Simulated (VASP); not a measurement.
Write the native input for VASP 6.6.1 that does the following.

| Property | Result |
| --- | --- |
| Task | density of states |
| Functional | PBE |
| Potentials or basis | VASP PAW PBE potentials, release 64 (Cs_sv, S, I) |
| Cutoff | 520 eV |
| k mesh | 4 × 4 × 4 |
| Occupations | gaussian, width 0.02 eV |
| Spin | no spin polarisation |
| Dipole correction | no |
| k mesh for the DOS | 6 × 6 × 6 |
| Occupations for the DOS | tetrahedron |
| Further INCAR settings | ALGO = Normal; EDIFF = 1e-06; NBANDS = 28 |

The system is Cs3SI.

```xyz
5
Lattice="6.6875 0.0000 0.0000 0.0000 6.6875 0.0000 0.0000 0.0000 6.6875" Properties=species:S:1:pos:R:3 pbc="T T T"
Cs    3.3437    0.0000    0.0000
Cs    0.0000    3.3437    0.0000
Cs    0.0000    0.0000    3.3437
S     0.0000    0.0000    0.0000
I     3.3437    3.3437    3.3437
```

One way to write it, as run:

POSCAR

```
Cs3SI
1.0
    6.6874934834      0.0000000000      0.0000000000
    0.0000000000      6.6874934834      0.0000000000
    0.0000000000      0.0000000000      6.6874934834
Cs S I
3 1 1
Direct
    0.5000000000      0.0000000000      0.0000000000
    0.0000000000      0.5000000000      0.0000000000
    0.0000000000      0.0000000000      0.5000000000
    0.0000000000      0.0000000000      0.0000000000
    0.5000000000      0.5000000000      0.5000000000
```

INCAR.step1

```
SYSTEM = Cs3SI
PREC = Accurate
ENCUT = 520
EDIFF = 1E-6
ISMEAR = 0
SIGMA = 0.02
LREAL = .False.
LASPH = .True.
NELM = 100
ALGO = Normal
ISIF = 2
LWAVE = .False.
LCHARG = .True.
GGA = PE
NBANDS = 28
```

KPOINTS.step1

```
Automatic mesh
0
Gamma
  4 4 4
  0 0 0
```

INCAR.step2

```
SYSTEM = Cs3SI
PREC = Accurate
ENCUT = 520
EDIFF = 1E-6
ISMEAR = -5
SIGMA = 0.02
LREAL = .False.
LASPH = .True.
NELM = 100
ALGO = Normal
ISIF = 2
LWAVE = .False.
LCHARG = .False.
GGA = PE
LORBIT = 11
NBANDS = 28
NEDOS = 1001
ICHARG = 11
```

KPOINTS.step2

```
Automatic mesh
0
Gamma
  6 6 6
  0 0 0
```

Potentials or basis: VASP PAW PBE potentials, release 64 (Cs_sv, S, I).

The run is started by

```console
$ cat potpaw_PBE.64/Cs_sv/POTCAR potpaw_PBE.64/S/POTCAR potpaw_PBE.64/I/POTCAR > POTCAR
$ cp INCAR.step1 INCAR
$ cp KPOINTS.step1 KPOINTS
$ mpirun -np 1 vasp_std > vasp.out
$ cp INCAR.step2 INCAR
$ cp KPOINTS.step2 KPOINTS
$ mpirun -np 1 vasp_std > vasp.out
```

It gave:

| Property | Result |
| --- | --- |
| Valence electrons inside the program's atomic spheres | Cs 6.57; S 3.72; I 4.29 |

Caveat: spin-orbit coupling is left out, which moves the levels of the heavy elements.

It took 2.8 min on 1 thread of Intel(R) Xeon(R) Platinum 8259CL CPU @ 2.50GHz (Skylake/Cascade Lake), on a shared host, peak memory 0.41 GiB.
